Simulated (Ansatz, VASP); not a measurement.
**One calculation of Ir2Cl, two programs**

```
Ir Cl
1.0
     0.00000    2.87101    2.87101
     2.87101    0.00000    2.87101
     2.87101    2.87101    0.00000
Ir Cl
2 1
Direct
  0.25000 0.25000 0.25000
  0.75000 0.75000 0.75000
  0.00000 0.00000 0.00000
```

Alike in both runs: functional r2SCAN; k mesh 6 × 6 × 6; occupations gaussian, width 0.1 eV; no spin polarisation.

Ansatz relaxed the structure, and its values are those at the end. VASP's run is a single point on that final structure, the one shown.

|  | VASP | Ansatz |
| --- | --- | --- |
| version | VASP 6.6.1 | Ansatz 0.2.0 |
| potentials or method | VASP PAW PBE potentials, release 64 (Ir, Cl), cutoff 520 eV | scalar-relativistic, plane waves, PAW |
| valence electrons in the cell | 25 | 41 |

```tsv
	VASP	Ansatz	Ansatz less VASP
gap on the k mesh at the Fermi level (eV)	none	none	-
pressure (GPa)	1.3	-0.1	-1.40
```

VASP's potentials were made for PBE, not for r2SCAN. A gap of «none» marks a metal or a gap that the smearing closes. VASP's potentials hold 25 valence electrons a cell and Ansatz's 41, so a difference there can come from the potentials and not from the codes.

Neither program's run includes spin-orbit coupling.
